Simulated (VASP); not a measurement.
Wanted: the native input for a VASP 6.6.1 run.

| Item | Value |
| --- | --- |
| Task | single point |
| Functional | r2SCAN |
| Potentials or basis | VASP PAW PBE potentials, release 64 (Si, C) |
| Cutoff | 660 eV |
| k mesh | 10 × 10 × 10 |
| Occupations | gaussian, width 0.02 eV |
| Spin | no spin polarisation |
| Dipole correction | no |
| Further INCAR settings | ALGO = Normal; EDIFF = 1e-06; NBANDS = 11 |

Crystal: SiC.

```
CELL_PARAMETERS angstrom
0.00000 2.17816 2.17816
2.17816 0.00000 2.17816
2.17816 2.17816 0.00000
ATOMIC_POSITIONS crystal
Si 0.00000 0.00000 0.00000
C 0.25000 0.25000 0.25000
```

One way to write it, as run:

POSCAR

```
SiC
1.0
    0.0000000000      2.1781624123      2.1781624123
    2.1781624123      0.0000000000      2.1781624123
    2.1781624123      2.1781624123      0.0000000000
Si C
1 1
Direct
    0.0000000000      0.0000000000      0.0000000000
    0.2500000000      0.2500000000      0.2500000000
```

INCAR.step1

```
SYSTEM = SiC
ALGO = Normal ; EDIFF = 1E-5
ENCUT = 660 ; GGA = PE
GGA_COMPAT = .FALSE. ; ISMEAR = 0
LASPH = .TRUE. ; LCHARG = .FALSE.
LREAL = .FALSE. ; LWAVE = .TRUE.
NBANDS = 11 ; NELM = 120
PREC = Accurate ; SIGMA = 0.02
```

INCAR.step2

```
SYSTEM = SiC
ALGO = Normal ; EDIFF = 1E-6
ENCUT = 660 ; GGA_COMPAT = .FALSE.
ISIF = 2 ; ISMEAR = 0
ISTART = 1 ; LASPH = .TRUE.
LCHARG = .TRUE. ; LELF = .TRUE.
LMIXTAU = .TRUE. ; LREAL = .FALSE.
LVHAR = .TRUE. ; LWAVE = .FALSE.
METAGGA = R2SCAN ; NBANDS = 11
NELM = 120 ; PREC = Accurate
SIGMA = 0.02
```

KPOINTS

```
k-points
0
G
  10 10 10
  0 0 0
```

Potentials or basis: VASP PAW PBE potentials, release 64 (Si, C).

Command:

```bash
$ cat potpaw_PBE.64/Si/POTCAR potpaw_PBE.64/C/POTCAR > POTCAR
$ cp INCAR.step1 INCAR
$ mpirun -np 1 vasp_std > vasp.out
$ cp INCAR.step2 INCAR
$ mpirun -np 1 vasp_std > vasp.out
```

It gave:

```yaml
Pressure: -0.4 GPa
Band_gap_on_the_k_mesh: 1.73 eV (least direct gap 5.06 eV)
```

Caveat: the PAW data sets were made with another functional, which shifts forces and pressure a little.

It took 66 s on 1 thread of Intel(R) Xeon(R) Platinum 8488C (Sapphire Rapids), with other jobs on the host, peak memory 0.16 GiB.
